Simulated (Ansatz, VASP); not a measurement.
# One calculation of MgS, two programs

Contents of POSCAR:

```
MgS
1.0
    0.0000000000      2.7948299470      2.7948299470
    2.7948299470      0.0000000000      2.7948299470
    2.7948299470      2.7948299470      0.0000000000
S Mg
1 1
Direct
    0.2500000000      0.2500000000      0.2500000000
    0.0000000000      0.0000000000      0.0000000000
```

File INCAR.step1:

```
SYSTEM = MgS
PREC = Accurate
ENCUT = 520
EDIFF = 1E-5
ISMEAR = -1
SIGMA = 0.05
LREAL = .FALSE.
LASPH = .TRUE.
NELM = 80
ALGO = Normal
ISIF = 2
LWAVE = .TRUE.
LCHARG = .FALSE.
GGA = PE
NBANDS = 11
```

The input INCAR.step2:

```
SYSTEM = MgS
PREC = Accurate
ENCUT = 520
EDIFF = 1E-7
ISMEAR = -1
SIGMA = 0.05
LREAL = .FALSE.
LASPH = .TRUE.
NELM = 80
ALGO = Normal
ISIF = 2
LWAVE = .FALSE.
LCHARG = .FALSE.
GGA = PE
LHFCALC = .TRUE.
HFSCREEN = 0.2079
PRECFOCK = Normal
ISTART = 1
NBANDS = 11
```

File KPOINTS:

```
Automatic mesh
0
G
  6 6 6
  0 0 0
```

Contents of input:

```
crystal:
  lattice:
    - [0.0, 2.794829947, 2.794829947]
    - [2.794829947, 0.0, 2.794829947]
    - [2.794829947, 2.794829947, 0.0]
  atoms:
    - { symbol: S, position: [0.25, 0.25, 0.25] }
    - { symbol: Mg, position: [0.0, 0.0, 0.0] }
hamiltonian:
  xc: hse06
  pseudopotentials: { kind: paw }
kpoints:
  mp_grid: { grid: [6, 6, 6] }
scf:
  occupations: { method: fermi_dirac, width: 0.05 }
output:
  forces: true
  stress: true
  eigenvalues: true
  write_density: true
  write_potential: true
  elf: true
  volumetric_format: npy
```

Alike in both runs: task single point; functional HSE06; k mesh 6 × 6 × 6; occupations fermi-dirac, width 0.05 eV; no spin polarisation.

```csv
,VASP,Ansatz
version,VASP 6.6.1,Ansatz 0.2.0
potentials or method,"VASP PAW PBE potentials, release 64 (S, Mg)",Ansatz PAW
plane-wave cutoff (eV),520,420
valence electrons in the cell,8,16
```

|  | VASP | Ansatz | Ansatz less VASP |
| --- | --- | --- | --- |
| gap on the k mesh at the Fermi level (eV) | 4.72 | 4.74 | +0.015 |
| least direct gap on the mesh (eV) | 4.72 | 4.74 | +0.015 |
| pressure (GPa) | 2.3 | 2.5 | +0.17 |

With one functional, cell and mesh, what is left measures potentials, basis and numerics. VASP's potentials hold 8 valence electrons a cell and Ansatz's 16, so a difference there can come from the potentials and not from the codes.
